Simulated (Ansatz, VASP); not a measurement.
## Be in VASP and in Ansatz

The input INCAR:

```
SYSTEM = Be
AGGAC = 1.0
AGGAX = 1.0
ALDAC = 0.0
ALDAX = 1.0
ALGO = Normal
EDIFF = 1E-6
ENCUT = 520
GGA = B5
ISIF = 2
ISMEAR = -1
LASPH = .TRUE.
LCHARG = .FALSE.
LREAL = .FALSE.
LWAVE = .FALSE.
NBANDS = 9
NELM = 80
PREC = Accurate
SIGMA = 0.1
```

The input KPOINTS:

```
k-points
0
G
  12 12 12
  0 0 0
```

POSCAR

```
Be
1.0
    0.0000000000      2.5503251831      2.5503251831
    2.5503251831      0.0000000000      2.5503251831
    2.5503251831      2.5503251831      0.0000000000
Be
2
Direct
    0.1250000000      0.1250000000      0.1250000000
    0.8750000000      0.8750000000      0.8750000000
```

Input for Ansatz:

```yaml
crystal:
  lattice:
    - [0.0, 2.5503251831, 2.5503251831]
    - [2.5503251831, 0.0, 2.5503251831]
    - [2.5503251831, 2.5503251831, 0.0]
  atoms:
    - { symbol: Be, position: [0.125, 0.125, 0.125] }
    - { symbol: Be, position: [0.875, 0.875, 0.875] }
hamiltonian:
  xc: blyp
  pseudopotentials:
    kind: paw
    azcp:
      Be: "pseudopotentials/Be.paw.azcp"
basis:
  ecutwfc: 420
  fft_grid_basis: typed
kpoints:
  mp_grid: { grid: [12, 12, 12], shift: [0, 0, 0] }
magnetization:
  spin_polarized: false
scf:
  occupations: { method: fermi_dirac, width: 0.1 }
  lower_state_search: "off"
output:
  stress: true
```

Alike in both runs: task single point; functional BLYP; k mesh 12 × 12 × 12; occupations fermi-dirac, width 0.1 eV; no spin polarisation.

```csv
,VASP,Ansatz
version,VASP 6.6.1,Ansatz 0.2.0
potentials or method,"VASP PAW PBE potentials, release 64 (Be), cutoff 520 eV","plane waves (420 eV) with PAW, scalar-relativistic"
valence electrons in the cell,4,4
```

```tsv
	VASP	Ansatz	Ansatz less VASP
pressure (GPa)	-2.6	-2.6	-0.01
```

VASP's potentials were made for PBE, not for BLYP. With one functional, cell and mesh, what is left measures potentials, basis and numerics.
